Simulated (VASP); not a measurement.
Wanted: the native input for a VASP 6.6.1 run.

```yaml
Task: single point
Functional: r2SCAN
Potentials_or_basis: VASP PAW PBE potentials, release 64 (In_d, P)
Cutoff: 520 eV
k_mesh: 8 × 8 × 8
Occupations: gaussian, width 0.01 eV
Spin: no spin polarisation
Dipole_correction: no
Further_INCAR_settings: ALGO = Normal; EDIFF = 1e-06; NBANDS = 16
```

InP:

```
CELL_PARAMETERS angstrom
0.00000 3.04240 2.85301
3.04240 0.00000 2.85301
3.04240 3.04240 0.00000
ATOMIC_POSITIONS crystal
In 0.00000 0.00000 0.00000
P 0.25000 0.25000 0.25000
```

This cell differs from its parent crystal: epitaxial xy strain +3.0%.

These files were run (other wordings do the same):

POSCAR

```
InP
1.0
    0.0000000000      3.0424012683      2.8530071196
    3.0424012683      0.0000000000      2.8530071196
    3.0424012683      3.0424012683      0.0000000000
In P
1 1
Direct
    0.0000000000      0.0000000000      0.0000000000
    0.2500000000      0.2500000000      0.2500000000
```

INCAR.step1

```
SYSTEM = InP
PREC = Accurate ; ENCUT = 520
ISMEAR = 0 ; SIGMA = 0.01
LREAL = .FALSE. ; LASPH = .TRUE.
NELM = 100 ; NBANDS = 16
GGA = PE ; ALGO = Normal
EDIFF = 1E-4 ; LWAVE = .TRUE.
LCHARG = .FALSE.
```

INCAR.step2

```
SYSTEM = InP
PREC = Accurate ; ENCUT = 520
EDIFF = 1E-6 ; ISMEAR = 0
SIGMA = 0.01 ; LREAL = .FALSE.
LASPH = .TRUE. ; NELM = 100
ALGO = Normal ; ISIF = 2
LWAVE = .FALSE. ; LCHARG = .FALSE.
METAGGA = R2SCAN ; LMIXTAU = .TRUE.
NBANDS = 16 ; ISTART = 1
```

KPOINTS

```
regular mesh
0
G
  8 8 8
  0 0 0
```

Potentials or basis: VASP PAW PBE potentials, release 64 (In_d, P).

Run with:

```sh
$ cat potpaw_PBE.64/In_d/POTCAR potpaw_PBE.64/P/POTCAR > POTCAR
$ cp INCAR.step1 INCAR
$ mpirun -np 1 vasp_std > vasp.out
$ cp INCAR.step2 INCAR
$ mpirun -np 1 vasp_std > vasp.out
```

Results of the run:

The pressure is -1.8 GPa and the band gap on the k mesh is 0.68 eV, direct.

Caveat: the cell differs from its parent crystal (epitaxial xy strain +3.0%); the PAW data sets were made with another functional, which shifts forces and pressure a little; spin-orbit coupling is left out, which moves the levels of the heavy elements.

It took 2.3 min on 1 thread of AMD EPYC 9R45 (Zen 5), on a shared host, peak memory 0.18 GiB.
